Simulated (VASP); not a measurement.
Wanted: the native input for a VASP 6.6.1 run.

```yaml
Task: single point
Functional: PBE
Potentials_or_basis: VASP PAW PBE potentials, release 64 (Cd, S, Hg)
Cutoff: 520 eV
k_mesh: 6 × 6 × 4
Occupations: gaussian, width 0.01 eV
Spin: no spin polarisation
Dipole_correction: no
Further_INCAR_settings: ALGO = Normal; EDIFF = 1e-06; NBANDS = 26
```

The structure of CdHgS2 lies in POSCAR:

```
CdHgS2
1.0
    4.1324696302      0.0000000000      0.0000000000
    0.0000000000      4.1324696302      0.0000000000
    0.0000000000      0.0000000000      5.8204839343
Cd S Hg
1 2 1
Direct
    0.0000000000      0.0000000000      0.0000000000
    0.0000000000      0.5000000000      0.2462934548
    0.5000000000      0.0000000000      0.7537065452
    0.5000000000      0.5000000000      0.5000000000
```

This cell differs from its parent crystal: volume changed by -6%.

These files were run (other wordings do the same):

INCAR

```
ALGO = Normal
EDIFF = 1E-6
ENCUT = 520
GGA = PE
ISIF = 2
ISMEAR = 0
LASPH = T
LCHARG = F
LREAL = F
LWAVE = F
NBANDS = 26
NELM = 60
PREC = Accurate
SIGMA = 0.01
```

KPOINTS

```
k-points
0
Gamma
  6 6 4
```

Potentials or basis: VASP PAW PBE potentials, release 64 (Cd, S, Hg).

Launch:

```sh
$ cat potpaw_PBE.64/Cd/POTCAR potpaw_PBE.64/S/POTCAR potpaw_PBE.64/Hg/POTCAR > POTCAR
$ mpirun -np 1 vasp_std > vasp.out
```

It gave:

```json
{
 "Pressure": "4.1 GPa",
 "Band gap on the k mesh": "0.33 eV, direct"
}
```

Caveat: spin-orbit coupling is left out, which moves the levels of the heavy elements.

Wall time 47 s on 1 thread of Intel(R) Xeon(R) Platinum 8488C (Sapphire Rapids), on a shared host, peak memory 0.26 GiB.
